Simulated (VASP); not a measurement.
# Sn (I4_1/amd) in VASP: a series of runs

Runs on Sn. Level: PBEsol. Tasks: single point.

All numbers are computed with VASP 6.6.1; they aren't measurements. Logs are shortened: lines on timing, memory, paths and dates and some standing lists are left out, and cuts for length are marked.

### 1 The cell of the first run

The structure is tetragonal, space group I4_1/amd (No. 141). Conventional cell: a = 5.527 Å, b = 5.527 Å, c = 3.199 Å, α = 90.00°, β = 90.00°, γ = 90.00°. Within 3.8 Å of Sn (site symmetry -4m2) lie 10 Sn at 2.88 to 3.66 Å.

### 2 Single point, PBEsol (strain -0.0600 x Voigt [1, 1, 0, 0, 0, 0])

INCAR

```
PREC = Accurate
ENCUT = 520
EDIFF = 1E-6
ISMEAR = 0
SIGMA = 0.15
LREAL = False
LASPH = True
NELM = 100
ALGO = Fast
ISIF = 2
LWAVE = False
LCHARG = False
GGA = PS
NBANDS = 21
```

KPOINTS

```
Automatic mesh
0
Gamma
  16 16 16
```

POSCAR

```
Sn
1.0
   -2.7637320280      2.7637320280      1.5993019889
    2.7637320280     -2.7637320280      1.5993019889
    2.7637320280      2.7637320280     -1.5993019889
Sn
2
Direct
    0.7500000000      0.2500000000      0.5000000000
    0.0000000000      0.0000000000      0.0000000000
```

Potentials or basis: VASP PAW PBE potentials, release 64 (Sn_d).

Command:

```
cat potpaw_PBE.64/Sn_d/POTCAR > POTCAR
mpirun -np 1 vasp_std > vasp.out
```

OUTCAR:

```text
PREC = Accurate
   ENCUT = 520
   EDIFF = 1E-6
   ISMEAR = 0
   LREAL = False
   LASPH = True
   NELM = 100
   ISIF = 2
   GGA = PS

 ion  position               nearest neighbor table
   1  0.750  0.250  0.500-   2 2.88   2 2.88   2 2.88   2 2.88   2 3.66   2 3.66   2 3.66   2 3.66

   2  0.000  0.000  0.000-   1 2.88   1 2.88   1 2.88   1 2.88   1 3.66   1 3.66   1 3.66   1 3.66

  LATTYP: Found a body centered tetragonal cell.
 ALAT       =     5.5274640560
 C/A-ratio  =     0.5786747676

  Lattice vectors:

 A1 = (  -2.7637320280,   2.7637320280,   1.5993019889)
 A2 = (   2.7637320280,  -2.7637320280,   1.5993019889)
 A3 = (   2.7637320280,   2.7637320280,  -1.5993019889)

Analysis of symmetry for initial positions (statically):
=====================================================================
 Subroutine PRICEL returns:
 Original cell was already a primitive cell.

 Routine SETGRP: Setting up the symmetry group for a
 body centered tetragonal supercell.

 Subroutine GETGRP returns: Found 16 space group operations
 (whereof  8 operations were pure point group operations)
 out of a pool of 16 trial point group operations.

The static configuration has the point symmetry D_2d.
 The point group associated with its full space group is D_4h.

Analysis of symmetry for dynamics (positions and initial velocities):
=====================================================================
 Subroutine PRICEL returns:
 Original cell was already a primitive cell.

 Routine SETGRP: Setting up the symmetry group for a
 body centered tetragonal supercell.

 Subroutine GETGRP returns: Found 16 space group operations
 (whereof  8 operations were pure point group operations)
 out of a pool of 16 trial point group operations.

The dynamic configuration has the point symmetry D_2d.
 The point group associated with its full space group is D_4h.

 Subroutine INISYM returns: Found 16 space group operations
 (whereof  8 operations are pure point group operations),
 and found     1 'primitive' translations

----------------------------------------------------------------------------------------

                                     Primitive cell

  volume of cell :      48.8632

  direct lattice vectors                    reciprocal lattice vectors
    -2.763732028  2.763732028  1.599301989     0.000000000  0.180914790  0.312636390
     2.763732028 -2.763732028  1.599301989     0.180914790  0.000000000  0.312636390
     2.763732028  2.763732028 -1.599301989     0.180914790  0.180914790  0.000000000

  length of vectors
     4.223055327  4.223055327  4.223055327     0.361208629  0.361208629  0.255852150

  position of ions in fractional coordinates (direct lattice)
     0.750000000  0.250000000  0.500000000
     0.000000000  0.000000000  0.000000000

  ion indices of the primitive-cell ions
   primitive index   ion index
                 1           1
                 2           2

----------------------------------------------------------------------------------------

 KPOINTS: Automatic mesh

Automatic generation of k-mesh.
 Grid dimensions read from file:
 generate k-points for:   16   16   16

 Generating k-lattice:

  Cartesian coordinates                     Fractional coordinates (reciprocal lattice)
     0.000000000  0.011307174  0.019539774     0.062500000  0.000000000 -0.000000000
     0.011307174  0.000000000  0.019539774     0.000000000  0.062500000 -0.000000000
     0.011307174  0.011307174  0.000000000     0.000000000  0.000000000  0.062500000

  Length of vectors
     0.022575539  0.022575539  0.015990759

  Shift w.r.t. Gamma in fractional coordinates (k-lattice)
     0.000000000  0.000000000  0.000000000

 Subroutine IBZKPT returns following result:
 ===========================================

 Found    349 irreducible k-points:

 Following reciprocal coordinates:
            Coordinates               Weight
  0.000000  0.000000  0.000000      1.000000
  0.062500 -0.000000  0.000000      8.000000
  0.125000 -0.000000  0.000000      8.000000
  0.187500  0.000000  0.000000      8.000000
  0.250000 -0.000000  0.000000      8.000000
  0.312500 -0.000000  0.000000      8.000000
[... 16 lines left out ...]
 -0.125000  0.062500 -0.000000     16.000000
 -0.062500  0.062500  0.000000      4.000000
 [... further k-points ...]
   k-points           NKPTS =    349   k-points in BZ     NKDIM =    349   number of bands    NBANDS=     21
   number of dos      NEDOS =    301   number of ions     NIONS =      2
   total plane-waves  NPLWV =  32768
   dimension x,y,z NGX =    32 NGY =   32 NGZ =   32
   dimension x,y,z NGXF=    64 NGYF=   64 NGZF=   64
   ions per type =               2
   NGX,Y,Z   is equivalent  to a cutoff of  12.60, 12.60, 12.60 a.u.
   NGXF,Y,Z  is equivalent  to a cutoff of  25.19, 25.19, 25.19 a.u.
 SYSTEM =  unknown system
   PREC   = accura    normal or accurate (medium, high low for compatibility)
   ISTART =      0    job   : 0-new  1-cont  2-samecut
   ICHARG =      2    charge: 1-file 2-atom 10-const
   ISPIN  =      1    spin polarized calculation?
   LNONCOLLINEAR =      F non collinear calculations
   LSORBIT =      F    spin-orbit coupling
   LASPH  =      T    aspherical Exc in radial PAW
   ENCUT  =  520.0 eV  38.22 Ry    6.18 a.u.   7.85  7.85  7.85*2*pi/ulx,y,z
   NELM   =    100;   NELMIN=  2; NELMDL= -5     # of ELM steps
   EDIFF  = 0.1E-05   stopping-criterion for ELM
   LREAL  =      F    real-space projection
   EDIFFG = 0.1E-04   stopping-criterion for IOM
   NSW    =      0    number of steps for IOM
   IBRION =     -1    ionic relax: 0-MD 1-quasi-New 2-CG
   NFREE  =      0    steps in history (QN), initial steepest desc. (CG)
   ISIF   =      2    stress and relaxation
   ISYM   =      2    0-nonsym 1-usesym 2-fastsym
   POTIM  = 0.5000    time-step for ionic-motion
   TEBEG  =    0.0;   TEEND  =   0.0 temperature during run
   PSTRESS=    0.0 pullay stress
   NELECT =      28.0000    total number of electrons
   NUPDOWN=      -1.0000    fix difference up-down
   EMIN   =  10.00;   EMAX   =-10.00  energy-range for DOS
   EFERMI =   0.00;   METHOD = LEGACY
   ISMEAR =     0;   SIGMA  =   0.15  broadening in eV -4-tet -1-fermi 0-gaus
   EFERMI_NEDOS =   21; number of points for ismear=-14 and -15
   IALGO  =     68    algorithm
   IMIX   =      4    mixing-type and parameters
     AMIX     =   0.40;   BMIX     =  1.00
     AMIX_MAG =   1.60;   BMIX_MAG =  1.00
  volume/ion in A,a.u.               =      24.43       164.87
  Fermi-wavevector in a.u.,A,eV,Ry     =   1.359774  2.569600 25.156972  1.848985
  Thomas-Fermi vector in A             =   2.486493
   LORBIT       =      0    0 simple, 1 ext, 2 COOP (PROOUT), +10 PAW based schemes
   GGA     = PS    functional components
   LHFCALC =     F    Hartree Fock is set to
   AEXX    =    0.0000 exact exchange contribution
   IVDW    =     0    specifies the selected vdW correction
   LEPSILON=     F    determine dielectric tensor
   LRPA    =     F    only Hartree local field effects (RPA)
 non-spin polarized calculation
 RMM-DIIS sequential band-by-band and
 Gauss-broadening in eV      SIGMA  =   0.15
  energy-cutoff  :      520.00
  volume of cell :       48.86
 maximum number of plane-waves:      1340
   NGX = 15   NGY = 15   NGZ = 15

 number of electron      27.9999995 magnetization

 Free energy of the ion-electron system (eV)
  ---------------------------------------------------
  ext. energy  EPLUGINS =         0.00000000
  ---------------------------------------------------
  free energy    TOTEN  =        -8.38751294 eV

  energy without entropy =       -8.37876312  energy(sigma->0) =       -8.38313803

 E-fermi :   9.2005     XC(G=0): -10.9537

 val. band max:        9.1988918759   @ k =  -0.1875  -0.1875   0.1250
 cond. band min:       9.2012402800   @ k =  -0.1875  -0.1875   0.0625
 fundamental gap:      0.0023484041
 Fermi energy:         9.2005154538

 k-point     1 :       0.0000    0.0000    0.0000
  band No.  band energies     occupation
      1     -12.6013      2.00000
      2     -12.4271      2.00000
      3     -12.3889      2.00000
      4     -12.3184      2.00000
      5     -12.1913      2.00000
      6     -12.1913      2.00000
[... 13 lines left out ...]
     20      19.9189      0.00000
     21      19.9458      0.00000

 k-point     2 :       0.0625   -0.0000    0.0000
  band No.  band energies     occupation
      1     -12.5979      2.00000
      2     -12.4229      2.00000
      3     -12.3827      2.00000
      4     -12.3112      2.00000
      5     -12.1970      2.00000
      6     -12.1948      2.00000
[... 13 lines left out ...]
     20      18.7292      0.00000
     21      18.8082      0.00000

 k-point     3 :       0.1250   -0.0000    0.0000
  band No.  band energies     occupation
      1     -12.5880      2.00000
      2     -12.4107      2.00000
      3     -12.3665      2.00000
      4     -12.2950      2.00000
      5     -12.2111      2.00000
      6     -12.1959      2.00000
[... 13 lines left out ...]
     20      17.7927      0.00000
     21      18.2780      0.00000

 k-point     4 :       0.1875    0.0000    0.0000
  band No.  band energies     occupation
      1     -12.5727      2.00000
      2     -12.3924      2.00000
      3     -12.3473      2.00000
      4     -12.2841      2.00000
      5     -12.2290      2.00000
      6     -12.1810      2.00000
[... 13 lines left out ...]
     20      17.0735      0.00000
     21      18.4209      0.00000

 k-point     5 :       0.2500   -0.0000    0.0000
  band No.  band energies     occupation
      1     -12.5541      2.00000
      2     -12.3716      2.00000
      3     -12.3336      2.00000
      4     -12.2883      2.00000
      5     -12.2461      2.00000
      6     -12.1917      2.00000
[... 13 lines left out ...]
     20      16.5309      0.00000
     21      18.9238      0.00000
[... 382 lines left out ...]
     20      17.3555      0.00000
     21      18.2401      0.00000

 k-point    22 :      -0.1875    0.0625    0.0000
  band No.  band energies     occupation
      1     -12.5762      2.00000
      2     -12.3990      2.00000
      3     -12.3740      2.00000
      4     -12.3127      2.00000
      5     -12.2111      2.00000
      6     -12.1838      2.00000
[... 13 lines left out ...]
     20      17.9822      0.00000
     21      18.2140      0.00000

 k-point    23 :      -0.1250    0.0625   -0.0000
  band No.  band energies     occupation
      1     -12.5895      2.00000
      2     -12.4145      2.00000
      3     -12.3875      2.00000
      4     -12.3227      2.00000
      5     -12.2000      2.00000
      6     -12.1843      2.00000
[... 13 lines left out ...]
     20      18.7425      0.00000
     21      18.9032      0.00000

 k-point    24 :      -0.0625    0.0625    0.0000
  band No.  band energies     occupation
      1     -12.5970      2.00000
      2     -12.4228      2.00000
      3     -12.3913      2.00000
      4     -12.3241      2.00000
      5     -12.1939      2.00000
      6     -12.1857      2.00000
[... 13 lines left out ...]
     20      19.6004      0.00000
     21      19.6213      0.00000

 [... further k-points ...]
[... 5 lines left out ...]
  --------------------------------------------------------------------------------------
  -------------------------------------------------------------------------------------
  Total        2.7860981      2.7860981      1.0039081      0.0000000      0.0000000      0.0000000
  in kB       91.3533857     91.3533857     32.9171479      0.0000000      0.0000000      0.0000000
  external PRESSURE =      71.8746398 kB  Pullay stress =       0.0000000 kB

 VOLUME and BASIS-vectors are now :
 -----------------------------------------------------------------------------
  energy-cutoff  :      520.00
  volume of cell :       48.86
      direct lattice vectors                 reciprocal lattice vectors
    -2.763732028  2.763732028  1.599301989     0.000000000  0.180914790  0.312636390
     2.763732028 -2.763732028  1.599301989     0.180914790  0.000000000  0.312636390
     2.763732028  2.763732028 -1.599301989     0.180914790  0.180914790  0.000000000

 POSITION                                       TOTAL-FORCE (eV/Angst)
 -----------------------------------------------------------------------------------
     -0.00000      2.76373      0.79965         0.000000     -0.000000     -0.000000
      0.00000      0.00000      0.00000        -0.000000      0.000000      0.000000
 -----------------------------------------------------------------------------------
    total drift:                                0.000000     -0.000000      0.000000

  FREE ENERGIE OF THE ION-ELECTRON SYSTEM (eV)
  ---------------------------------------------------
  free  energy   TOTEN  =        -8.3875129394 eV

  energy  without entropy=       -8.3787631213  energy(sigma->0) =       -8.38313803
```

It took 4.8 min on 1 thread of Intel Xeon Platinum 8259CL at 2.50GHz (Skylake/Cascade Lake), shared host; peak memory 0.39 GiB.

Results:

| Quantity | Value |
| --- | --- |
| Free energy | -8.3875 eV |
| Pressure | 7.2 GPa |
| Band gap on the k mesh | zero (bands 14 and 15 overlap by 5.46 eV) |

Caveat: the cell differs from its parent crystal (strain -0.0600 x Voigt [1, 1, 0, 0, 0, 0]); the stress differs along the axes, from 3 to 9 GPa; the PAW data sets were made with another functional, which shifts forces and pressure a little; spin-orbit coupling is left out, which moves the levels of the heavy elements.

(Continued in part 2 of 2.)

The gap in the log of VASP goes by the Fermi energy; the results here count the filled bands.